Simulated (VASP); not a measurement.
# CdMo (Pm-3m) in VASP: single point with PBE

Aim: the single point of CdMo with PBE.

Everything below comes from runs of VASP 6.6.1. Logs are shortened: lines on timing, memory, paths and dates and some standing lists are left out, and cuts for length are marked.

## 1. The cell of the first run

The structure is cubic, space group Pm-3m (No. 221). The conventional cell has a = 3.283 Å, b = 3.283 Å, c = 3.283 Å, α = 90.00°, β = 90.00°, γ = 90.00°. Cd (site symmetry m-3m) has 8 Mo at 2.84 Å and 6 Cd at 3.28 Å within 3.7 Å. Within 3.7 Å of Mo (site symmetry m-3m) lie 8 Cd at 2.84 Å and 6 Mo at 3.28 Å.

The cell was generated, and may not be a known phase.

## 2. Single point, PBE

Contents of INCAR:

```
  PREC = Accurate
  ENCUT = 630
  EDIFF = 1E-6
  ISMEAR = 0
  SIGMA = 0.1
  LREAL = F
  LASPH = T
  NELM = 120
  ALGO = Normal
  ISIF = 2
  LWAVE = F
  LCHARG = F
  GGA = PE
  NBANDS = 24
  GGA_COMPAT = F
```

Contents of KPOINTS:

```
Automatic mesh
0
Gamma
  16 16 16
```

Contents of POSCAR:

```
CdMo
1.0
    3.2833892120      0.0000000000      0.0000000000
    0.0000000000      3.2833892120      0.0000000000
    0.0000000000      0.0000000000      3.2833892120
Cd Mo
1 1
Direct
    0.0000000000      0.0000000000      0.0000000000
    0.5000000000      0.5000000000      0.5000000000
```

Potentials or basis: VASP PAW PBE potentials, release 64 (Cd_sv_GW, Mo_sv).

Command:

```console
cat potpaw_PBE.64/Cd_sv_GW/POTCAR potpaw_PBE.64/Mo_sv/POTCAR > POTCAR
mpirun -np 1 vasp_std > vasp.out
```

OUTCAR:

```text
PREC = Accurate
   ENCUT = 630
   EDIFF = 1E-6
   ISMEAR = 0
   LREAL = F
   LASPH = T
   NELM = 120
   ISIF = 2
   GGA = PE

 ion  position               nearest neighbor table
   1  0.000  0.000  0.000-   2 2.84   2 2.84   2 2.84   2 2.84   2 2.84   2 2.84   2 2.84   2 2.84

   2  0.500  0.500  0.500-   1 2.84   1 2.84   1 2.84   1 2.84   1 2.84   1 2.84   1 2.84   1 2.84

  LATTYP: Found a simple cubic cell.
 ALAT       =     3.2833892120

  Lattice vectors:

 A1 = (   3.2833892120,   0.0000000000,   0.0000000000)
 A2 = (   0.0000000000,   3.2833892120,   0.0000000000)
 A3 = (   0.0000000000,   0.0000000000,   3.2833892120)

Analysis of symmetry for initial positions (statically):
=====================================================================
 Subroutine PRICEL returns:
 Original cell was already a primitive cell.

 Routine SETGRP: Setting up the symmetry group for a
 simple cubic supercell.

 Subroutine GETGRP returns: Found 48 space group operations
 (whereof 48 operations were pure point group operations)
 out of a pool of 48 trial point group operations.

The static configuration has the point symmetry O_h .

Analysis of symmetry for dynamics (positions and initial velocities):
=====================================================================
 Subroutine PRICEL returns:
 Original cell was already a primitive cell.

 Routine SETGRP: Setting up the symmetry group for a
 simple cubic supercell.

 Subroutine GETGRP returns: Found 48 space group operations
 (whereof 48 operations were pure point group operations)
 out of a pool of 48 trial point group operations.

The dynamic configuration has the point symmetry O_h .

 Subroutine INISYM returns: Found 48 space group operations
 (whereof 48 operations are pure point group operations),
 and found     1 'primitive' translations

----------------------------------------------------------------------------------------

                                     Primitive cell

  volume of cell :      35.3971

  direct lattice vectors                    reciprocal lattice vectors
     3.283389212  0.000000000  0.000000000     0.304563345  0.000000000  0.000000000
     0.000000000  3.283389212  0.000000000     0.000000000  0.304563345  0.000000000
     0.000000000  0.000000000  3.283389212     0.000000000  0.000000000  0.304563345

  length of vectors
     3.283389212  3.283389212  3.283389212     0.304563345  0.304563345  0.304563345

  position of ions in fractional coordinates (direct lattice)
     0.000000000  0.000000000  0.000000000
     0.500000000  0.500000000  0.500000000

  ion indices of the primitive-cell ions
   primitive index   ion index
                 1           1
                 2           2

----------------------------------------------------------------------------------------

 KPOINTS: Automatic mesh

Automatic generation of k-mesh.
 Grid dimensions read from file:
 generate k-points for:   16   16   16

 Generating k-lattice:

  Cartesian coordinates                     Fractional coordinates (reciprocal lattice)
     0.019035209  0.000000000  0.000000000     0.062500000  0.000000000  0.000000000
     0.000000000  0.019035209  0.000000000     0.000000000  0.062500000  0.000000000
     0.000000000  0.000000000  0.019035209     0.000000000  0.000000000  0.062500000

  Length of vectors
     0.019035209  0.019035209  0.019035209

  Shift w.r.t. Gamma in fractional coordinates (k-lattice)
     0.000000000  0.000000000  0.000000000

 Subroutine IBZKPT returns following result:
 ===========================================

 Found    165 irreducible k-points:

 Following reciprocal coordinates:
            Coordinates               Weight
  0.000000  0.000000  0.000000      1.000000
  0.062500  0.000000  0.000000      6.000000
  0.125000  0.000000  0.000000      6.000000
  0.187500  0.000000  0.000000      6.000000
  0.250000  0.000000  0.000000      6.000000
  0.312500  0.000000  0.000000      6.000000
[... 16 lines left out ...]
  0.437500  0.125000  0.000000     24.000000
  0.500000  0.125000  0.000000     12.000000
 [... further k-points ...]
   k-points           NKPTS =    165   k-points in BZ     NKDIM =    165   number of bands    NBANDS=     24
   number of dos      NEDOS =    301   number of ions     NIONS =      2
   total plane-waves  NPLWV =  21952
   dimension x,y,z NGX =    28 NGY =   28 NGZ =   28
   dimension x,y,z NGXF=    56 NGYF=   56 NGZF=   56
   ions per type =               1   1
   NGX,Y,Z   is equivalent  to a cutoff of  14.18, 14.18, 14.18 a.u.
   NGXF,Y,Z  is equivalent  to a cutoff of  28.35, 28.35, 28.35 a.u.
 SYSTEM =  unknown system
   PREC   = accura    normal or accurate (medium, high low for compatibility)
   ISTART =      0    job   : 0-new  1-cont  2-samecut
   ICHARG =      2    charge: 1-file 2-atom 10-const
   ISPIN  =      1    spin polarized calculation?
   LNONCOLLINEAR =      F non collinear calculations
   LSORBIT =      F    spin-orbit coupling
   LASPH  =      T    aspherical Exc in radial PAW
   ENCUT  =  630.0 eV  46.30 Ry    6.80 a.u.   6.72  6.72  6.72*2*pi/ulx,y,z
   NELM   =    120;   NELMIN=  2; NELMDL= -5     # of ELM steps
   EDIFF  = 0.1E-05   stopping-criterion for ELM
   LREAL  =      F    real-space projection
[... 7 lines left out ...]
   TEBEG  =    0.0;   TEEND  =   0.0 temperature during run
   PSTRESS=    0.0 pullay stress
   NELECT =      34.0000    total number of electrons
   NUPDOWN=      -1.0000    fix difference up-down
   EMIN   =  10.00;   EMAX   =-10.00  energy-range for DOS
   EFERMI =   0.00;   METHOD = LEGACY
   ISMEAR =     0;   SIGMA  =   0.10  broadening in eV -4-tet -1-fermi 0-gaus
   EFERMI_NEDOS =   21; number of points for ismear=-14 and -15
   IALGO  =     38    algorithm
   IMIX   =      4    mixing-type and parameters
     AMIX     =   0.40;   BMIX     =  1.00
     AMIX_MAG =   1.60;   BMIX_MAG =  1.00
  volume/ion in A,a.u.               =      17.70       119.44
  Fermi-wavevector in a.u.,A,eV,Ry     =   1.615271  3.052420 35.498973  2.609101
  Thomas-Fermi vector in A             =   2.710046
   LORBIT       =      0    0 simple, 1 ext, 2 COOP (PROOUT), +10 PAW based schemes
   GGA     = PE    functional components
   LHFCALC =     F    Hartree Fock is set to
   AEXX    =    0.0000 exact exchange contribution
   IVDW    =     0    specifies the selected vdW correction
   LEPSILON=     F    determine dielectric tensor
   LRPA    =     F    only Hartree local field effects (RPA)
 non-spin polarized calculation
 Gauss-broadening in eV      SIGMA  =   0.10
  energy-cutoff  :      630.00
  volume of cell :       35.40
 maximum number of plane-waves:      1328
 NGX is ok and might be reduce to    28
   NGX = 13   NGY = 13   NGZ = 13

 number of electron      34.0000002 magnetization

 Free energy of the ion-electron system (eV)
  ---------------------------------------------------
  ext. energy  EPLUGINS =         0.00000000
  ---------------------------------------------------
  free energy    TOTEN  =       -10.05363808 eV

  energy without entropy =      -10.04131241  energy(sigma->0) =      -10.04747525

 E-fermi :   9.1908     XC(G=0): -12.5843

 val. band max:        9.1907036892   @ k =   0.4375   0.2500   0.0000
 cond. band min:       9.1929837357   @ k =   0.5000   0.3125   0.2500
 fundamental gap:      0.0022800466
 Fermi energy:         9.1907950232

 k-point     1 :       0.0000    0.0000    0.0000
  band No.  band energies     occupation
      1     -93.3487      2.00000
      2     -54.3727      2.00000
      3     -54.3727      2.00000
      4     -54.3727      2.00000
      5     -51.6738      2.00000
      6     -25.6727      2.00000
[... 16 lines left out ...]
     23      22.3419      0.00000
     24      23.3700      0.00000

 k-point     2 :       0.0625    0.0000    0.0000
  band No.  band energies     occupation
      1     -93.3487      2.00000
      2     -54.3731      2.00000
      3     -54.3726      2.00000
      4     -54.3726      2.00000
      5     -51.6732      2.00000
      6     -25.6793      2.00000
[... 16 lines left out ...]
     23      22.5458      0.00000
     24      23.0669      0.00000

 k-point     3 :       0.1250    0.0000    0.0000
  band No.  band energies     occupation
      1     -93.3487      2.00000
      2     -54.3744      2.00000
      3     -54.3725      2.00000
      4     -54.3725      2.00000
      5     -51.6717      2.00000
      6     -25.6983      2.00000
[... 16 lines left out ...]
     23      22.4925      0.00000
     24      22.6648      0.00000

 k-point     4 :       0.1875    0.0000    0.0000
  band No.  band energies     occupation
      1     -93.3486      2.00000
      2     -54.3763      2.00000
      3     -54.3724      2.00000
      4     -54.3724      2.00000
      5     -51.6694      2.00000
      6     -25.7266      2.00000
[... 16 lines left out ...]
     23      21.9035      0.00000
     24      22.5441      0.00000

 k-point     5 :       0.2500    0.0000    0.0000
  band No.  band energies     occupation
      1     -93.3485      2.00000
      2     -54.3786      2.00000
      3     -54.3723      2.00000
      4     -54.3723      2.00000
      5     -51.6667      2.00000
      6     -25.7598      2.00000
[... 451 lines left out ...]
 k-point    22 :       0.3750    0.1250    0.0000
  band No.  band energies     occupation
      1     -93.3483      2.00000
      2     -54.3823      2.00000
      3     -54.3734      2.00000
      4     -54.3718      2.00000
      5     -51.6604      2.00000
      6     -25.8173      2.00000
[... 16 lines left out ...]
     23      20.5950      0.00000
     24      22.1589      0.00000

 k-point    23 :       0.4375    0.1250    0.0000
  band No.  band energies     occupation
      1     -93.3483      2.00000
      2     -54.3836      2.00000
      3     -54.3734      2.00000
      4     -54.3718      2.00000
      5     -51.6589      2.00000
      6     -25.8356      2.00000
[... 16 lines left out ...]
     23      21.2900      0.00000
     24      21.3289      0.00000

 k-point    24 :       0.5000    0.1250    0.0000
  band No.  band energies     occupation
      1     -93.3483      2.00000
      2     -54.3840      2.00000
      3     -54.3733      2.00000
      4     -54.3717      2.00000
      5     -51.6584      2.00000
      6     -25.8420      2.00000
[... 16 lines left out ...]
     23      20.9942      0.00000
     24      22.2724      0.00000

 [... further k-points ...]

------------------------ aborting loop because EDIFF is reached ----------------------------------------

  FORCE on cell =-STRESS in cart. coord.  units (eV):
  Direction    XX          YY          ZZ          XY          YZ          ZX
  --------------------------------------------------------------------------------------
  -------------------------------------------------------------------------------------
  Total       -0.0094835     -0.0094835     -0.0094835      0.0000000      0.0000000      0.0000000
  in kB       -0.4292507     -0.4292507     -0.4292507      0.0000000      0.0000000      0.0000000
  external PRESSURE =      -0.4292507 kB  Pullay stress =       0.0000000 kB

 VOLUME and BASIS-vectors are now :
 -----------------------------------------------------------------------------
  energy-cutoff  :      630.00
  volume of cell :       35.40
      direct lattice vectors                 reciprocal lattice vectors
     3.283389212  0.000000000  0.000000000     0.304563345  0.000000000  0.000000000
     0.000000000  3.283389212  0.000000000     0.000000000  0.304563345  0.000000000
     0.000000000  0.000000000  3.283389212     0.000000000  0.000000000  0.304563345

 POSITION                                       TOTAL-FORCE (eV/Angst)
 -----------------------------------------------------------------------------------
      0.00000      0.00000      0.00000         0.000000      0.000000      0.000000
      1.64169      1.64169      1.64169         0.000000      0.000000      0.000000
 -----------------------------------------------------------------------------------
    total drift:                               -0.000000      0.000000      0.000000

  FREE ENERGIE OF THE ION-ELECTRON SYSTEM (eV)
  ---------------------------------------------------
  free  energy   TOTEN  =       -10.0536380811 eV

  energy  without entropy=      -10.0413124090  energy(sigma->0) =      -10.04747525
```

It took 67 s on 1 thread of Intel Xeon 6975P-C (Granite Rapids), shared host; peak memory 0.34 GiB.

What came out:

- Free energy: -10.0536 eV
- Pressure: 0.0 GPa
- Band gap on the k mesh: zero (bands 17 and 18 overlap by 2.89 eV)

Levels at points of the mesh, in eV from the Fermi level:
```tsv
k point	band 15	band 16	band 17	band 18	band 19	band 20
(0.00, 0.00, 0.00)	-1.54	-1.54	1.32	1.32	1.32	6.21
(0.50, 0.00, 0.00)	-3.93	-1.86	-0.65	-0.65	1.06	2.73
(0.50, 0.50, 0.00)	-1.03	-0.43	-0.43	0.66	0.66	2.15
(0.50, 0.50, 0.50)	-3.15	-3.15	2.24	2.24	2.65	6.04
```
